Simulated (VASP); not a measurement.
# ScNb (P-6m2) in VASP: a series of runs

The runs below take ScNb through single point, relaxation of cell and atoms, with PBEsol.

Program: VASP 6.6.1. These are calculated values, not measurements. Logs are shortened: lines on timing, memory, paths and dates and some standing lists are left out, and cuts for length are marked.

## Step 1: The cell of the first run

The structure is hexagonal, space group P-6m2 (No. 187). Conventional cell: a = 3.008 Å, b = 3.008 Å, c = 4.968 Å, α = 90.00°, β = 90.00°, γ = 120.00°. Nb (site symmetry -6m2) has 6 Nb at 3.01 Å and 6 Sc at 3.03 Å within 4.0 Å. Within 4.0 Å of Sc (site symmetry -6m2) lie 6 Sc at 3.01 Å and 6 Nb at 3.03 Å.

## Step 2: Single point, PBEsol

INCAR reads:

```
SYSTEM = ScNb
ALGO = Fast
EDIFF = 1E-6
ENCUT = 520
GGA = PS
ISIF = 2
ISMEAR = -1
LASPH = .TRUE.
LCHARG = .FALSE.
LREAL = .FALSE.
LWAVE = .FALSE.
NBANDS = 19
NELM = 100
PREC = Accurate
SIGMA = 0.05
```

KPOINTS reads:

```
k-points
0
G
  10 10 5
  0 0 0
```

POSCAR reads:

```
ScNb
1.0
    3.0079361646      0.0000000000      0.0000000000
   -1.5039680823      2.6049491315      0.0000000000
    0.0000000000      0.0000000000      4.9676436277
Nb Sc
1 1
Direct
    0.3333333333      0.6666666667      0.5000000000
    0.0000000000      0.0000000000      0.0000000000
```

Potentials or basis: VASP PAW PBE potentials, release 64 (Nb_sv, Sc_sv).

On the command line:

```sh
cat potpaw_PBE.64/Nb_sv/POTCAR potpaw_PBE.64/Sc_sv/POTCAR > POTCAR
mpirun -np 1 vasp_std > vasp.out
```

OUTCAR:

```text
SYSTEM = ScNb
   EDIFF = 1E-6
   ENCUT = 520
   GGA = PS
   ISIF = 2
   ISMEAR = -1
   LASPH = .TRUE.
   LREAL = .FALSE.
   NELM = 100
   PREC = Accurate

 ion  position               nearest neighbor table
   1  0.333  0.667  0.500-   2 3.03   2 3.03   2 3.03   2 3.03   2 3.03   2 3.03
   2  0.000  0.000  0.000-   1 3.03   1 3.03   1 3.03   1 3.03   1 3.03   1 3.03

  LATTYP: Found a hexagonal cell.
 ALAT       =     3.0079361646
 C/A-ratio  =     1.6515123180

  Lattice vectors:

 A1 = (   3.0079361646,   0.0000000000,   0.0000000000)
 A2 = (  -1.5039680823,   2.6049491315,   0.0000000000)
 A3 = (   0.0000000000,   0.0000000000,   4.9676436277)

Analysis of symmetry for initial positions (statically):
=====================================================================
 Subroutine PRICEL returns:
 Original cell was already a primitive cell.

 Routine SETGRP: Setting up the symmetry group for a
 hexagonal supercell.

 Subroutine GETGRP returns: Found 12 space group operations
 (whereof 12 operations were pure point group operations)
 out of a pool of 24 trial point group operations.

The static configuration has the point symmetry D_3h.

Analysis of symmetry for dynamics (positions and initial velocities):
=====================================================================
 Subroutine PRICEL returns:
 Original cell was already a primitive cell.

 Routine SETGRP: Setting up the symmetry group for a
 hexagonal supercell.

 Subroutine GETGRP returns: Found 12 space group operations
 (whereof 12 operations were pure point group operations)
 out of a pool of 24 trial point group operations.

The dynamic configuration has the point symmetry D_3h.

 Subroutine INISYM returns: Found 12 space group operations
 (whereof 12 operations are pure point group operations),
 and found     1 'primitive' translations

----------------------------------------------------------------------------------------

                                     Primitive cell

  volume of cell :      38.9241

  direct lattice vectors                    reciprocal lattice vectors
[... 71 lines left out ...]
   total plane-waves  NPLWV =  23040
   dimension x,y,z NGX =    24 NGY =   24 NGZ =   40
   dimension x,y,z NGXF=    48 NGYF=   48 NGZF=   80
   ions per type =               1   1
   NGX,Y,Z   is equivalent  to a cutoff of  13.26, 13.26, 13.39 a.u.
   NGXF,Y,Z  is equivalent  to a cutoff of  26.53, 26.53, 26.77 a.u.
 SYSTEM =  ScNb
   PREC   = accura    normal or accurate (medium, high low for compatibility)
   ISTART =      0    job   : 0-new  1-cont  2-samecut
   ICHARG =      2    charge: 1-file 2-atom 10-const
   ISPIN  =      1    spin polarized calculation?
   LNONCOLLINEAR =      F non collinear calculations
   LSORBIT =      F    spin-orbit coupling
   LASPH  =      T    aspherical Exc in radial PAW
   ENCUT  =  520.0 eV  38.22 Ry    6.18 a.u.   5.59  5.59  9.24*2*pi/ulx,y,z
   NELM   =    100;   NELMIN=  2; NELMDL= -5     # of ELM steps
   EDIFF  = 0.1E-05   stopping-criterion for ELM
   LREAL  =      F    real-space projection
[... 7 lines left out ...]
   TEBEG  =    0.0;   TEEND  =   0.0 temperature during run
   PSTRESS=    0.0 pullay stress
   NELECT =      24.0000    total number of electrons
   NUPDOWN=      -1.0000    fix difference up-down
   EMIN   =  10.00;   EMAX   =-10.00  energy-range for DOS
   EFERMI =   0.00;   METHOD = LEGACY
   ISMEAR =    -1;   SIGMA  =   0.05  broadening in eV -4-tet -1-fermi 0-gaus
   EFERMI_NEDOS =   21; number of points for ismear=-14 and -15
   IALGO  =     68    algorithm
   IMIX   =      4    mixing-type and parameters
     AMIX     =   0.40;   BMIX     =  1.00
     AMIX_MAG =   1.60;   BMIX_MAG =  1.00
  volume/ion in A,a.u.               =      19.46       131.34
  Fermi-wavevector in a.u.,A,eV,Ry     =   1.393389  2.633124 26.416171  1.941534
  Thomas-Fermi vector in A             =   2.517040
   LORBIT       =      0    0 simple, 1 ext, 2 COOP (PROOUT), +10 PAW based schemes
   GGA     = PS    functional components
   LHFCALC =     F    Hartree Fock is set to
   AEXX    =    0.0000 exact exchange contribution
   IVDW    =     0    specifies the selected vdW correction
   LEPSILON=     F    determine dielectric tensor
   LRPA    =     F    only Hartree local field effects (RPA)
 non-spin polarized calculation
 RMM-DIIS sequential band-by-band and
  energy-cutoff  :      520.00
  volume of cell :       38.92
 maximum number of plane-waves:      1075
 NGX is ok and might be reduce to    24
   NGX = 11   NGY = 11   NGZ = 19

 number of electron      24.0000000 magnetization

 Free energy of the ion-electron system (eV)
  ---------------------------------------------------
  ext. energy  EPLUGINS =         0.00000000
  ---------------------------------------------------
  free energy    TOTEN  =       -17.12513382 eV

  energy without entropy =      -17.10630516  energy(sigma->0) =      -17.11571949

 E-fermi :   7.6376     XC(G=0): -11.6214

 val. band max:        7.6344905169   @ k =   0.4000   0.2000   0.0000
 cond. band min:       7.6642799979   @ k =   0.4000   0.2000   0.4000
 fundamental gap:      0.0297894811
 Fermi energy:         7.6375507284

 k-point     1 :       0.0000    0.0000    0.0000
  band No.  band energies     occupation
      1     -46.8573      2.00000
      2     -40.9894      2.00000
      3     -23.0744      2.00000
      4     -22.4479      2.00000
      5     -22.4479      2.00000
      6     -19.6888      2.00000
[... 505 lines left out ...]
      6     -20.0292      2.00000
[... 11 lines left out ...]
     18      12.5294      0.00000
     19      13.3020      0.00000

 [... further k-points ...]

------------------------ aborting loop because EDIFF is reached ----------------------------------------

  FORCE on cell =-STRESS in cart. coord.  units (eV):
  Direction    XX          YY          ZZ          XY          YZ          ZX
  --------------------------------------------------------------------------------------
  -------------------------------------------------------------------------------------
  Total        0.4707536      0.4707536      0.4905718      0.0000000      0.0000000      0.0000000
  in kB       19.3769723     19.3769723     20.1927212      0.0000000      0.0000000      0.0000000
  external PRESSURE =      19.6488886 kB  Pullay stress =       0.0000000 kB

 VOLUME and BASIS-vectors are now :
 -----------------------------------------------------------------------------
  energy-cutoff  :      520.00
  volume of cell :       38.92
      direct lattice vectors                 reciprocal lattice vectors
     3.007936165  0.000000000  0.000000000     0.332453864  0.191942328  0.000000000
    -1.503968082  2.604949132  0.000000000     0.000000000  0.383884656  0.000000000
     0.000000000  0.000000000  4.967643628     0.000000000  0.000000000  0.201302685

 POSITION                                       TOTAL-FORCE (eV/Angst)
 -----------------------------------------------------------------------------------
     -0.00000      1.73663      2.48382         0.000000     -0.000000      0.000000
      0.00000      0.00000      0.00000        -0.000000      0.000000      0.000000
 -----------------------------------------------------------------------------------
    total drift:                                0.000000     -0.000000     -0.000000

  FREE ENERGIE OF THE ION-ELECTRON SYSTEM (eV)
  ---------------------------------------------------
  free  energy   TOTEN  =       -17.1251338169 eV

  energy  without entropy=      -17.1063051637  energy(sigma->0) =      -17.11571949
```

Run time: 1.7 min. Hardware: 1 thread of Intel Xeon 8259CL, shared host; peak memory 0.18 GiB.

What came out:

```yaml
Free_energy: -17.1251 eV
Pressure: 2.0 GPa
Band_gap_on_the_k_mesh: zero (bands 12 and 13 overlap by 0.89 eV)
```

Stress tensor (GPa, compression positive):
```
1.94 0.00 0.00
0.00 1.94 0.00
0.00 0.00 2.02
```

Caveat: the PAW data sets were made with another functional, which shifts forces and pressure a little.

## Step 3: Single point, PBEsol

This run uses another cell than the first one, of 19.82 Å³/atom.

INCAR reads:

```
SYSTEM = ScNb
ALGO = Normal
EDIFF = 1E-6
ENCUT = 520
GGA = PS
ISIF = 2
ISMEAR = -1
LASPH = .TRUE.
LCHARG = .TRUE.
LELF = .TRUE.
LREAL = .FALSE.
LVHAR = .TRUE.
LWAVE = .FALSE.
NBANDS = 19
NELM = 60
PREC = Accurate
SIGMA = 0.05
```

KPOINTS is that of step 2.

POSCAR reads:

```
ScNb
1.0
    3.0270652539      0.0000000000      0.0000000000
   -1.5135326270      2.6215154088      0.0000000000
    0.0000000000      0.0000000000      4.9960001808
Nb Sc
1 1
Direct
    0.3333333333      0.6666666667      0.5000000000
    0.0000000000      0.0000000000      0.0000000000
```

Potentials or basis: VASP PAW PBE potentials, release 64 (Nb_sv, Sc_sv).

On the command line:

```sh
cat potpaw_PBE.64/Nb_sv/POTCAR potpaw_PBE.64/Sc_sv/POTCAR > POTCAR
mpirun -np 1 vasp_std > vasp.out
```

Wall time 38 s (1 thread of Intel Xeon 8259CL, shared host); peak memory 0.18 GiB.

The run converged. Its results:

```yaml
Free_energy: -17.1300 eV
Pressure: 0.0 GPa
Band_gap_on_the_k_mesh: zero (bands 12 and 13 overlap by 0.88 eV)
```

Stress tensor (GPa, compression positive):
```
-0.08  0.00  0.00
 0.00 -0.08  0.00
 0.00  0.00  0.01
```

Levels at points of the mesh, in eV from the Fermi level:
```csv
k point,band 10,band 11,band 12,band 13,band 14,band 15
"(0.00, 0.00, 0.00)",-2.93,0.62,0.62,0.98,1.09,2.16
"(0.50, 0.00, 0.00)",-2.14,-1.82,-0.07,0.88,0.98,1.66
```

Caveat: the PAW data sets were made with another functional, which shifts forces and pressure a little.

## Step 4: Relaxation of cell and atoms, PBEsol

This run uses another cell than the first one, of 20.64 Å³/atom.

INCAR reads:

```
SYSTEM = ScNb
  PREC = Accurate
  ENCUT = 600
  EDIFF = 1E-6
  ISMEAR = -1
  SIGMA = 0.05
  LREAL = .FALSE.
  LASPH = .TRUE.
  NELM = 100
  ALGO = Normal
  ISIF = 3
  LWAVE = .FALSE.
  LCHARG = .FALSE.
  GGA = PS
  IBRION = 2
  NSW = 60
  EDIFFG = -0.01
```

KPOINTS reads:

```
regular mesh
0
G
  10 10 5
  0 0 0
```

POSCAR reads:

```
ScNb
1.0
    3.0656443612      0.0000000000      0.0000000000
   -1.5328221806      2.6549258957      0.0000000000
    0.0000000000      0.0000000000      5.0721940000
Nb Sc
1 1
Direct
    0.3333333333      0.6666666667      0.5000000000
    0.0000000000      0.0000000000      0.0000000000
```

On the command line:

```sh
cat potpaw_PBE.64/Nb_sv/POTCAR potpaw_PBE.64/Sc_sv/POTCAR > POTCAR
mpirun -np 1 vasp_std > vasp.out
```

Run time: 97 s. Hardware: 1 thread of Intel Xeon 8259CL, shared host; peak memory 0.19 GiB.

It converged, with:

| Item | Value |
| --- | --- |
| Free energy | -17.1311 eV |
| Relaxed volume | 19.83 Å³/atom |
| Relaxed cell | a = 3.026 Å, b = 3.026 Å, c = 5.001 Å, α = 90.00°, β = 90.00°, γ = 120.00° |
| Space group after relaxing (to 0.1 Å) | P-6m2 (No. 187) |
| Energy gained by relaxing | 10.7 meV/atom |
| Ionic steps | 3 |
| Pressure after relaxing | 0.0 GPa |
| Band gap on the k mesh | zero (bands 12 and 13 overlap by 0.88 eV) |

The path:
```
step  energy change (eV)  largest force (eV/Å)  pressure (GPa)  volume (Å³)
   1              0.0000                0.0000           -4.09        41.28
   2             -0.0029                0.0000            4.20        38.21
   3             -0.0213                0.0000           -0.03        39.66
```

Final structure:
```cif
data_structure
_symmetry_space_group_name_H-M 'P 1'
_symmetry_Int_Tables_number 1
_cell_length_a 3.0261
_cell_length_b 3.0261
_cell_length_c 5.0014
_cell_angle_alpha 90.000
_cell_angle_beta 90.000
_cell_angle_gamma 120.000
_cell_volume 39.66
loop_
_atom_site_label
_atom_site_type_symbol
_atom_site_fract_x
_atom_site_fract_y
_atom_site_fract_z
_atom_site_occupancy
Nb1 Nb 0.33333 0.66667 0.50000 1
Sc1 Sc 0.00000 0.00000 0.00000 1
```

Levels at points of the mesh, in eV from the Fermi level:
| k point | band 8 | band 9 | band 10 | band 11 | band 12 | band 13 | band 14 | band 15 | band 16 |
| --- | --- | --- | --- | --- | --- | --- | --- | --- | --- |
| (0.00, 0.00, 0.00) | -27.10 | -5.74 | -2.93 | 0.62 | 0.62 | 0.97 | 1.08 | 2.16 | 2.16 |
| (0.50, 0.00, 0.00) | -27.24 | -2.86 | -2.14 | -1.82 | -0.06 | 0.88 | 0.97 | 1.66 | 4.70 |

Caveat: the PAW data sets were made with another functional, which shifts forces and pressure a little.

## Step 5: Relaxation of cell and atoms, PBEsol, target pressure 2 GPa, at which the enthalpy is minimised

This run uses another cell than the first one, of 20.64 Å³/atom.

INCAR reads:

```
PREC = Accurate
ENCUT = 600
EDIFF = 1E-6
ISMEAR = -1
SIGMA = 0.05
LREAL = False
LASPH = True
NELM = 100
ALGO = Normal
ISIF = 3
LWAVE = False
LCHARG = False
GGA = PS
IBRION = 2
NSW = 60
EDIFFG = -0.01
PSTRESS = 20.0
```

KPOINTS reads:

```
regular mesh
0
Gamma
  10 10 5
```

POSCAR is that of step 4.

On the command line:

```sh
cat potpaw_PBE.64/Nb_sv/POTCAR potpaw_PBE.64/Sc_sv/POTCAR > POTCAR
mpirun -np 1 vasp_std > vasp.out
```

Run time: 1.7 min. Hardware: 1 thread of Intel Xeon 8259CL, shared host; peak memory 0.19 GiB.

Results (log left out):

| Quantity | Value |
| --- | --- |
| Free energy | -17.1270 eV |
| Relaxed volume | 19.48 Å³/atom |
| Relaxed cell | a = 3.008 Å, b = 3.008 Å, c = 4.972 Å, α = 90.00°, β = 90.00°, γ = 120.00° |
| Space group after relaxing (to 0.1 Å) | P-6m2 (No. 187) |
| Energy change on relaxing (the run minimises the enthalpy) | -8.6 meV/atom |
| Ionic steps | 3 |
| Pressure after relaxing | 1.9 GPa |
| Band gap on the k mesh | zero (bands 12 and 13 overlap by 0.89 eV) |

The path:
```csv
step,energy change (eV),largest force (eV/Å),pressure (GPa),volume (Å³)
1,0.0000,0.0000,-4.09,41.28
2,0.0565,0.0000,9.13,36.77
3,-0.0172,0.0000,1.92,38.96
```

Final structure:
```
CELL_PARAMETERS angstrom
3.00814 0.00000 0.00000
-1.50407 2.60512 0.00000
0.00000 0.00000 4.97191
ATOMIC_POSITIONS crystal
Nb 0.33333 0.66667 0.50000
Sc 0.00000 0.00000 0.00000
```

Levels at points of the mesh, in eV from the Fermi level:
| k point | band 9 | band 10 | band 11 | band 12 | band 13 | band 14 | band 15 | band 16 |
| --- | --- | --- | --- | --- | --- | --- | --- | --- |
| (0.00, 0.00, 0.00) | -5.77 | -2.97 | 0.62 | 0.62 | 1.02 | 1.09 | 2.19 | 2.19 |
| (0.50, 0.00, 0.00) | -2.92 | -2.20 | -1.84 | -0.03 | 0.89 | 0.99 | 1.69 | 4.80 |

Caveat: the cell is relaxed towards a set pressure, so the run minimises the enthalpy, not the energy; the PAW data sets were made with another functional, which shifts forces and pressure a little.

(Part 1 of 2 ends here.)
